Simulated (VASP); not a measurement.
**Cu6H: single point with PBE**

Cu6H, a slab with vacuum:

```
Cu H
1.0
     5.13324    0.00000    0.00000
     0.00000    5.13324    0.00000
     0.00000    0.00000   21.52891
Cu H
12 2
Direct
  0.25000 0.25000 0.18580
  0.25000 0.75000 0.18580
  0.75000 0.25000 0.18580
  0.75000 0.75000 0.18580
  0.00000 0.00000 0.26776
  0.00000 0.50000 0.26776
  0.50000 0.00000 0.26776
  0.50000 0.50000 0.26776
  0.25000 0.25000 0.34971
  0.25000 0.75000 0.34971
  0.75000 0.25000 0.34971
  0.75000 0.75000 0.34971
  0.16049 0.00000 0.47048
  0.33951 0.00000 0.47048
```

```
Program                : VASP 6.6.1
Task                   : single point
Functional             : PBE
Potentials or basis    : VASP PAW PBE potentials, release 64 (Cu, H)
Cutoff                 : 520 eV
k mesh                 : 5 × 5 × 1
Occupations            : gaussian, width 0.1 eV
Spin                   : no spin polarisation
Dipole correction      : yes
Further INCAR settings : ALGO = Fast; EDIFF = 1e-06; NBANDS = 80
```

| Item | Value |
| --- | --- |
| Largest force | 3.386 eV/Å |
| Band gap on the k mesh | zero (bands 67 and 68 overlap by 1.13 eV) |

Forces on the atoms (eV/Å):
```
Cu   0.000  0.000 -0.050
Cu   0.000  0.000 -0.050
Cu   0.000  0.001 -0.039
Cu   0.000 -0.001 -0.039
Cu   0.009  0.000  0.000
Cu   0.009  0.000  0.012
Cu  -0.009  0.000  0.000
Cu  -0.009  0.000  0.012
Cu   0.000  0.018  0.020
Cu   0.000 -0.018  0.020
Cu   0.000  0.011 -0.001
Cu   0.000 -0.011 -0.001
H    3.385  0.000  0.059
H   -3.385  0.000  0.059
```

Levels at points of the mesh, in eV from the Fermi level:
```
           k point  band 63  band 64  band 65  band 66  band 67  band 68  band 69  band 70  band 71  band 72
(0.00, 0.00, 0.00)    -1.14    -0.76    -0.21    -0.21    -0.12    -0.09    -0.04    -0.02     1.43     2.82
```

It took 28 min on 1 thread of Oxide Virtual Turin-like Processor (shared host), peak memory 0.7 GiB.
